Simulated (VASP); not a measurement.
Runs of VASP 6.6.1 on BaO (lda). The structure is that of space group Fm-3m (No. 225), or close to it. The cells are those of the table. 

```csv
task,cell,k mesh,smearing,gap on the mesh (eV),pressure (GPa)
single point,"a = 3.917 Å, angles 60.0°, 2 atoms",6 × 6 × 6,gaussian 0.1 eV,1.83,(a)
relaxation of cell and atoms,"relaxed from a = 3.917 Å, angles 60.0°, 2 atoms",8 × 8 × 8,gaussian 0.02 eV,1.70,0.0
single point,"a = 3.843 Å, angles 60.0°, 2 atoms",8 × 8 × 8,gaussian 0.02 eV,1.60,2.2
single point,"a = 3.843 Å, angles 60.0°, 2 atoms",8 × 8 × 8,gaussian 0.01 eV,1.60,2.2
```

Alike in all rows: level LDA; potentials or basis VASP PAW LDA potentials, release 64 (Ba_sv, O); no spin polarisation; cutoff (eV) 600.

Problem. Fill in the values left out.

Solution. (a) -2.6.

Caveats: spin-orbit coupling is left out, which moves the levels of the heavy elements.

A k mesh can miss the band edges, and the runs leave out spin-orbit coupling on Ba.
